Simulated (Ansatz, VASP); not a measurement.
## Two plane-wave programs on Re

Contents of INCAR:

```
SYSTEM = Re
PREC = Accurate
ENCUT = 520
EDIFF = 1E-6
ISMEAR = 0
SIGMA = 0.15
LREAL = .FALSE.
LASPH = .TRUE.
NELM = 80
ALGO = Normal
ISIF = 2
LWAVE = .FALSE.
LCHARG = .TRUE.
GGA = PE
LELF = .TRUE.
LVHAR = .TRUE.
NBANDS = 10
```

The input KPOINTS:

```
Automatic mesh
0
G
  10 10 10
  0 0 0
```

POSCAR

```
Re
1.0
    0.0000000000      1.9577236186      2.0115610181
    2.0115610181      0.0000000000      2.0115610181
    2.0115610181      1.9577236186      0.0000000000
Re
1
Direct
    0.0000000000      0.0000000000      0.0000000000
```

Input for Ansatz:

```yaml
crystal:
  lattice:
    - [0.0, 1.9577236186, 2.0115610181]
    - [2.0115610181, 0.0, 2.0115610181]
    - [2.0115610181, 1.9577236186, 0.0]
  atoms:
    - { symbol: Re, position: [0.0, 0.0, 0.0] }
basis:
  ecutwfc: 420
kpoints:
  mp_grid: { grid: [10, 10, 10] }
hamiltonian:
  xc: pbe
scf:
  occupations: { method: gaussian, width: 0.15 }
output:
  forces: true
  stress: true
  eigenvalues: true
```

Change from the starting cell: normal strain along x +0.0275, normal strain along z +0.0275.

Alike in both runs: task single point; functional PBE; k mesh 10 × 10 × 10; occupations gaussian, width 0.15 eV; no spin polarisation.

|  | VASP | Ansatz |
| --- | --- | --- |
| version | VASP 6.6.1 | Ansatz 0.2.0 |
| potentials or method | VASP PAW PBE potentials, release 64 (Re), cutoff 520 eV | scalar-relativistic, plane waves, PAW |
| valence electrons in the cell | 7 | 15 |

|  | VASP | Ansatz | Ansatz less VASP |
| --- | --- | --- | --- |
| gap on the k mesh at the Fermi level (eV) | none | none | - |
| pressure (GPa) | -18.4 | -17.6 | +0.74 |
| traceless stress, the component that is largest in VASP (GPa) | 4.81 | 4.85 | +0.039 |

A gap of «none» marks a metal or a gap that the smearing closes. VASP's potentials hold 7 valence electrons a cell and Ansatz's 15, so a difference there can come from the potentials and not from the codes.

Neither program's run includes spin-orbit coupling.
